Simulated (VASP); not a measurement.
Input of a VASP 6.6.1 run:

File INCAR:

```
PREC = Accurate
ENCUT = 520
EDIFF = 1E-6
ISMEAR = 0
SIGMA = 0.05
LREAL = Auto
LASPH = T
NELM = 80
ALGO = Normal
ISIF = 2
LWAVE = F
LCHARG = F
GGA = PE
IVDW = 12
NBANDS = 53
```

File KPOINTS:

```
Automatic mesh
0
Gamma
  2 2 2
```

The input POSCAR:

```
Si16Ge
1.0
    0.0000000000      5.4300000000      5.4300000000
    5.4300000000      0.0000000000      5.4300000000
    5.4300000000      5.4300000000      0.0000000000
Si Ge
16 1
Direct
   -0.0108619705      0.0335971455     -0.0119800184
    0.1294156538      0.1285605893      0.1281023941
    0.0093360958     -0.0087981584      0.4992637201
    0.1289153775      0.1295094843      0.6125516575
    0.0095941989      0.5085492634      0.0078709945
    0.1110552486      0.6675208103      0.1102959484
    0.0085060773      0.5095823204      0.4732362799
    0.1437800184      0.6203628913      0.6175450276
    0.5004961326     -0.0094158379      0.0083550645
    0.6138120626      0.1286371087      0.1280630755
    0.5000923573     -0.0087496317      0.4992227440
    0.6359151013      0.0931403315      0.6349250460
    0.4739118785      0.5086196133      0.0077833333
    0.6187052486      0.6197558932      0.1427413444
    0.5115013812      0.4663402394      0.5105767035
    0.6181979742      0.6204169429      0.6175138122
    0.8568389503      0.4299264273      0.8563347145
```

Potentials or basis: VASP PAW PBE potentials, release 64 (Si, Ge_d).

The run is started by

```sh
$ cat potpaw_PBE.64/Si/POTCAR potpaw_PBE.64/Ge_d/POTCAR > POTCAR
$ mpirun -np 1 vasp_std > vasp.out
```

(1) Estimate the largest force.

(2) Estimate the pressure.

(3) What does it give for the dispersion energy per atom?

Answers

(1) 0.337 eV/Å.

(2) 3.4 GPa.

(3) -0.333 eV.

Caveat: the k points lie up to 0.50 Å⁻¹ apart.
